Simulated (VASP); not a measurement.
# CdSe (P6_3mc) in VASP: relaxation of shape and atoms at fixed volume with r2SCAN

Aim: the relaxation of shape and atoms at fixed volume of CdSe with r2SCAN.

All numbers are computed with VASP 6.6.1; they aren't measurements. Logs are shortened: lines on timing, memory, paths and dates and some standing lists are left out, and cuts for length are marked.

### 1 The cell of the first run

It takes space group P6_3mc (No. 186, hexagonal). Conventional cell: a = 4.282 Å, b = 4.282 Å, c = 6.980 Å, α = 90.00°, β = 90.00°, γ = 120.00°. Within 3.5 Å of Cd (site symmetry 3m) lie 4 Se at 2.62 Å. Se (site symmetry 3m) has 4 Cd at 2.62 Å within 3.5 Å.

### 2 Relaxation of shape and atoms at fixed volume, r2SCAN (27.71 Å³/atom)

File POSCAR:

```
CdSe
1.0
    4.2819943671      0.0000000000      0.0000000000
   -2.1409971835      3.7083159008      0.0000000000
    0.0000000000      0.0000000000      6.9797285415
Cd Se
2 2
Direct
    0.3333333333      0.6666666667      0.0044682707
    0.6666666667      0.3333333333      0.5044682707
    0.3333333333      0.6666666667      0.3805317293
    0.6666666667      0.3333333333      0.8805317293
```

File INCAR.step1:

```
ALGO     = Normal         # electronic algorithm
EDIFF    = 1E-4           # SCF threshold, eV
ENCUT    = 600            # plane-wave cutoff, eV
GGA      = PE             # functional
ISMEAR   = 0              # smearing method
LASPH    = True           # aspherical terms in the spheres
LCHARG   = False          # write CHGCAR
LREAL    = False          # projectors in reciprocal space
LWAVE    = True           # write WAVECAR
NELM     = 60             # most SCF steps
PREC     = Accurate       # precision mode
SIGMA    = 0.05           # smearing width, eV
```

File INCAR.step2:

```
ALGO     = Normal         # electronic algorithm
EDIFF    = 1E-7           # SCF threshold, eV
EDIFFG   = -0.01          # ionic threshold
ENCUT    = 600            # plane-wave cutoff, eV
IBRION   = 2              # ionic algorithm
ISIF     = 4              # what is computed and relaxed
ISMEAR   = 0              # smearing method
ISTART   = 1            
LASPH    = True           # aspherical terms in the spheres
LCHARG   = False          # write CHGCAR
LMIXTAU  = True         
LREAL    = False          # projectors in reciprocal space
LWAVE    = False          # write WAVECAR
METAGGA  = R2SCAN         # meta-GGA
NELM     = 60             # most SCF steps
NSW      = 60             # ionic steps
PREC     = Accurate       # precision mode
SIGMA    = 0.05           # smearing width, eV
```

File KPOINTS:

```
k-points
0
Gamma
  10 10 6
```

Potentials or basis: VASP PAW PBE potentials, release 64 (Cd, Se).

Run with:

```sh
cat potpaw_PBE.64/Cd/POTCAR potpaw_PBE.64/Se/POTCAR > POTCAR
cp INCAR.step1 INCAR
mpirun -np 1 vasp_std > vasp.out
cp INCAR.step2 INCAR
mpirun -np 1 vasp_std > vasp.out
```

OUTCAR:

```text
EDIFF = 1E-7
   EDIFFG = -0.01
   ENCUT = 600
   IBRION = 2
   ISIF = 4
   ISMEAR = 0
   ISTART = 1
   LASPH = True
   LREAL = False
   METAGGA = R2SCAN
   NELM = 60
   NSW = 60
   PREC = Accurate

 ion  position               nearest neighbor table
   1  0.333  0.667  0.004-   4 2.62   4 2.62   4 2.62   3 2.62
   2  0.667  0.333  0.504-   3 2.62   3 2.62   3 2.62   4 2.62
   3  0.333  0.667  0.381-   2 2.62   2 2.62   2 2.62   1 2.62
   4  0.667  0.333  0.881-   1 2.62   1 2.62   1 2.62   2 2.62

  LATTYP: Found a hexagonal cell.
 ALAT       =     4.2819943671
 C/A-ratio  =     1.6300181512

  Lattice vectors:

 A1 = (   4.2819943671,   0.0000000000,   0.0000000000)
 A2 = (  -2.1409971835,   3.7083159008,   0.0000000000)
 A3 = (   0.0000000000,   0.0000000000,   6.9797285415)

Analysis of symmetry for initial positions (statically):
=====================================================================
 Subroutine PRICEL returns:
 Original cell was already a primitive cell.

 Routine SETGRP: Setting up the symmetry group for a
 hexagonal supercell.

 Subroutine GETGRP returns: Found 12 space group operations
 (whereof  6 operations were pure point group operations)
 out of a pool of 24 trial point group operations.

The static configuration has the point symmetry C_3v.
 The point group associated with its full space group is C_6v.

Analysis of symmetry for dynamics (positions and initial velocities):
=====================================================================
 Subroutine PRICEL returns:
 Original cell was already a primitive cell.

 Routine SETGRP: Setting up the symmetry group for a
 hexagonal supercell.

 Subroutine GETGRP returns: Found 12 space group operations
 (whereof  6 operations were pure point group operations)
 out of a pool of 24 trial point group operations.

The dynamic configuration has the point symmetry C_3v.
 The point group associated with its full space group is C_6v.

 Subroutine INISYM returns: Found 12 space group operations
 (whereof  6 operations are pure point group operations),
 and found     1 'primitive' translations

----------------------------------------------------------------------------------------

                                     Primitive cell

  volume of cell :     110.8310

  direct lattice vectors                    reciprocal lattice vectors
     4.281994367  0.000000000  0.000000000     0.233536038  0.134832095  0.000000000
    -2.140997184  3.708315901  0.000000000     0.000000000  0.269664189  0.000000000
     0.000000000  0.000000000  6.979728542     0.000000000  0.000000000  0.143272048

  length of vectors
     4.281994367  4.281994367  6.979728542     0.269664189  0.269664189  0.143272048

  position of ions in fractional coordinates (direct lattice)
     0.333333333  0.666666667  0.004468271
     0.666666667  0.333333333  0.504468271
     0.333333333  0.666666667  0.380531729
     0.666666667  0.333333333  0.880531729

  ion indices of the primitive-cell ions
   primitive index   ion index
                 1           1
                 2           2
                 3           3
                 4           4

----------------------------------------------------------------------------------------

 KPOINTS: k-points

Automatic generation of k-mesh.
 Grid dimensions read from file:
 generate k-points for:   10   10    6

 Generating k-lattice:

  Cartesian coordinates                     Fractional coordinates (reciprocal lattice)
     0.023353604  0.013483209  0.000000000     0.100000000  0.000000000  0.000000000
     0.000000000  0.026966419  0.000000000     0.000000000  0.100000000  0.000000000
     0.000000000  0.000000000  0.023878675     0.000000000  0.000000000  0.166666667

  Length of vectors
     0.026966419  0.026966419  0.023878675

  Shift w.r.t. Gamma in fractional coordinates (k-lattice)
     0.000000000  0.000000000  0.000000000

 Subroutine IBZKPT returns following result:
 ===========================================

 Found     56 irreducible k-points:

 Following reciprocal coordinates:
            Coordinates               Weight
  0.000000  0.000000  0.000000      1.000000
  0.100000 -0.000000  0.000000      6.000000
  0.200000 -0.000000  0.000000      6.000000
  0.300000 -0.000000  0.000000      6.000000
  0.400000  0.000000  0.000000      6.000000
  0.500000 -0.000000  0.000000      3.000000
[... 16 lines left out ...]
  0.300000  0.100000  0.166667     24.000000
  0.400000  0.100000  0.166667     24.000000
 [... further k-points ...]
   k-points           NKPTS =     56   k-points in BZ     NKDIM =     56   number of bands    NBANDS=     22
   number of dos      NEDOS =    301   number of ions     NIONS =      4
   total plane-waves  NPLWV =  72576
   dimension x,y,z NGX =    36 NGY =   36 NGZ =   56
   dimension x,y,z NGXF=    72 NGYF=   72 NGZF=  112
   ions per type =               2   2
   NGX,Y,Z   is equivalent  to a cutoff of  13.98, 13.98, 13.34 a.u.
   NGXF,Y,Z  is equivalent  to a cutoff of  27.95, 27.95, 26.68 a.u.
 SYSTEM =  unknown system
   PREC   = accura    normal or accurate (medium, high low for compatibility)
   ISTART =      1    job   : 0-new  1-cont  2-samecut
   ICHARG =      0    charge: 1-file 2-atom 10-const
   ISPIN  =      1    spin polarized calculation?
   LNONCOLLINEAR =      F non collinear calculations
   LSORBIT =      F    spin-orbit coupling
   LASPH  =      T    aspherical Exc in radial PAW
   ENCUT  =  600.0 eV  44.10 Ry    6.64 a.u.   8.55  8.55 13.94*2*pi/ulx,y,z
   NELM   =     60;   NELMIN=  2; NELMDL=  0     # of ELM steps
   EDIFF  = 0.1E-06   stopping-criterion for ELM
   LREAL  =      F    real-space projection
   EDIFFG = -.1E-01   stopping-criterion for IOM
   NSW    =     60    number of steps for IOM
   IBRION =      2    ionic relax: 0-MD 1-quasi-New 2-CG
   NFREE  =      1    steps in history (QN), initial steepest desc. (CG)
   ISIF   =      4    stress and relaxation
   ISYM   =      2    0-nonsym 1-usesym 2-fastsym
   POTIM  = 0.5000    time-step for ionic-motion
   TEBEG  =    0.0;   TEEND  =   0.0 temperature during run
   PSTRESS=    0.0 pullay stress
   NELECT =      36.0000    total number of electrons
   NUPDOWN=      -1.0000    fix difference up-down
   EMIN   =  10.00;   EMAX   =-10.00  energy-range for DOS
   EFERMI =   0.00;   METHOD = LEGACY
   ISMEAR =     0;   SIGMA  =   0.05  broadening in eV -4-tet -1-fermi 0-gaus
   EFERMI_NEDOS =   21; number of points for ismear=-14 and -15
   IALGO  =     38    algorithm
   IMIX   =      4    mixing-type and parameters
     AMIX     =   0.40;   BMIX     =  1.00
     AMIX_MAG =   1.60;   BMIX_MAG =  1.00
  volume/ion in A,a.u.               =      27.71       186.98
  Fermi-wavevector in a.u.,A,eV,Ry     =   1.125352  2.126608 17.230664  1.266418
  Thomas-Fermi vector in A             =   2.262029
   LORBIT       =      0    0 simple, 1 ext, 2 COOP (PROOUT), +10 PAW based schemes
   METAGGA = R2SCAN    functional components
   LHFCALC =     F    Hartree Fock is set to
   AEXX    =    0.0000 exact exchange contribution
   IVDW    =     0    specifies the selected vdW correction
   LEPSILON=     F    determine dielectric tensor
   LRPA    =     F    only Hartree local field effects (RPA)
 conjugate gradient relaxation of ions
 non-spin polarized calculation
 Gauss-broadening in eV      SIGMA  =   0.05
  energy-cutoff  :      600.00
  volume of cell :      110.83
 maximum number of plane-waves:      3742
 NGX is ok and might be reduce to    36
   NGX = 17   NGY = 17   NGZ = 27

 number of electron      35.9999991 magnetization

 Free energy of the ion-electron system (eV)
  ---------------------------------------------------
  ext. energy  EPLUGINS =         0.00000000
  ---------------------------------------------------
  free energy    TOTEN  =       -71.79395778 eV

  energy without entropy =      -71.79395778  energy(sigma->0) =      -71.79395778

 E-fermi :   0.9664     XC(G=0):  -9.4936

 val. band max:        0.7668959244   @ k =   0.0000   0.0000   0.0000
 cond. band min:       1.9610318377   @ k =   0.0000   0.0000   0.0000
 fundamental gap:      1.1941359132
 Fermi energy:         0.9664380102

 k-point     1 :       0.0000    0.0000    0.0000
  band No.  band energies     occupation
      1     -12.3485      2.00000
      2     -11.9492      2.00000
      3      -7.4408      2.00000
      4      -7.4349      2.00000
      5      -7.4349      2.00000
      6      -7.3581      2.00000
[... 14 lines left out ...]
     21       7.1450      0.00000
     22       7.1450      0.00000

 k-point     2 :       0.1000   -0.0000    0.0000
  band No.  band energies     occupation
      1     -12.3156      2.00000
      2     -11.9340      2.00000
      3      -7.4311      2.00000
      4      -7.4225      2.00000
      5      -7.4083      2.00000
      6      -7.3429      2.00000
[... 14 lines left out ...]
     21       6.7706      0.00000
     22       7.3101      0.00000

 k-point     3 :       0.2000   -0.0000    0.0000
  band No.  band energies     occupation
      1     -12.2267      2.00000
      2     -11.8962      2.00000
      3      -7.4025      2.00000
      4      -7.3920      2.00000
      5      -7.3346      2.00000
      6      -7.2963      2.00000
[... 14 lines left out ...]
     21       6.3682      0.00000
     22       7.3602      0.00000

 k-point     4 :       0.3000   -0.0000    0.0000
  band No.  band energies     occupation
      1     -12.1096      2.00000
      2     -11.8553      2.00000
      3      -7.3725      2.00000
      4      -7.3603      2.00000
      5      -7.2562      2.00000
      6      -7.2413      2.00000
[... 14 lines left out ...]
     21       6.2854      0.00000
     22       7.0637      0.00000

 k-point     5 :       0.4000    0.0000    0.0000
  band No.  band energies     occupation
      1     -12.0037      2.00000
      2     -11.8323      2.00000
      3      -7.3536      2.00000
      4      -7.3405      2.00000
      5      -7.2002      2.00000
      6      -7.1985      2.00000
[... 417 lines left out ...]
 k-point    22 :       0.2000    0.1000    0.1667
  band No.  band energies     occupation
      1     -12.1314      2.00000
      2     -11.8860      2.00000
      3      -7.3718      2.00000
      4      -7.3672      2.00000
      5      -7.2834      2.00000
      6      -7.2740      2.00000
[... 14 lines left out ...]
     21       6.3538      0.00000
     22       6.7106      0.00000

 k-point    23 :       0.3000    0.1000    0.1667
  band No.  band energies     occupation
      1     -12.0236      2.00000
      2     -11.8495      2.00000
      3      -7.3492      2.00000
      4      -7.3412      2.00000
      5      -7.2363      2.00000
      6      -7.2230      2.00000
[... 14 lines left out ...]
     21       6.2725      0.00000
     22       6.7467      0.00000

 k-point    24 :       0.4000    0.1000    0.1667
  band No.  band energies     occupation
      1     -11.9472      2.00000
      2     -11.8363      2.00000
      3      -7.3409      2.00000
      4      -7.3259      2.00000
      5      -7.2070      2.00000
      6      -7.1938      2.00000
[... 14 lines left out ...]
     21       6.1752      0.00000
     22       6.8482      0.00000

 [... further k-points ...]
[... 5 lines left out ...]
  --------------------------------------------------------------------------------------
  -------------------------------------------------------------------------------------
  Total        1.7579351      1.7579351      1.7812148      0.0000000      0.0000000      0.0000000
  in kB       25.4127738     25.4127738     25.7493068      0.0000000      0.0000000      0.0000000
  external PRESSURE =      25.5249514 kB  Pullay stress =       0.0000000 kB

 VOLUME and BASIS-vectors are now :
 -----------------------------------------------------------------------------
  energy-cutoff  :      600.00
  volume of cell :      110.83
      direct lattice vectors                 reciprocal lattice vectors
     4.281994367  0.000000000  0.000000000     0.233536038  0.134832095  0.000000000
    -2.140997184  3.708315901  0.000000000     0.000000000  0.269664189  0.000000000
     0.000000000  0.000000000  6.979728542     0.000000000  0.000000000  0.143272048

 POSITION                                       TOTAL-FORCE (eV/Angst)
 -----------------------------------------------------------------------------------
     -0.00000      2.47221      0.03119         0.000000     -0.000000      0.006391
      2.14100      1.23611      3.52105        -0.000000      0.000000      0.006391
     -0.00000      2.47221      2.65601        -0.000000      0.000000     -0.006391
      2.14100      1.23611      6.14587        -0.000000      0.000000     -0.006391
 -----------------------------------------------------------------------------------
    total drift:                               -0.000000     -0.000000     -0.000480

  FREE ENERGIE OF THE ION-ELECTRON SYSTEM (eV)
  ---------------------------------------------------
  free  energy   TOTEN  =       -71.7939577758 eV

  energy  without entropy=      -71.7939577758  energy(sigma->0) =      -71.79395778

 reached required accuracy - stopping structural energy minimisation
```

It took 17 min on 1 thread of Oxide Virtual Turin-like, shared host; peak memory 0.35 GiB.

What came out:

* Free energy: -71.7940 eV
* Pressure after relaxing: 2.6 GPa
* Largest force after relaxing: 0.006 eV/Å
* Band gap on the k mesh: 1.19 eV

Forces in eV/Å, atoms in the order of the input:
```
Cd   0.000  0.000  0.006
Cd   0.000  0.000  0.006
Se   0.000  0.000 -0.006
Se   0.000  0.000 -0.006
```

Final structure:
```yaml
crystal:
  lattice:
    - [4.28199, 0.00000, 0.00000]
    - [-2.14100, 3.70832, 0.00000]
    - [0.00000, 0.00000, 6.97973]
  atoms:
    - { symbol: Cd, position: [0.33333, 0.66667, 0.00447] }
    - { symbol: Cd, position: [0.66667, 0.33333, 0.50447] }
    - { symbol: Se, position: [0.33333, 0.66667, 0.38053] }
    - { symbol: Se, position: [0.66667, 0.33333, 0.88053] }
```

Caveat: the relaxation stopped at its first step, so nothing moved; the PAW data sets were made with another functional, which shifts forces and pressure a little. r2SCAN opens gaps a little over a GGA but as a rule still falls short of measured ones.
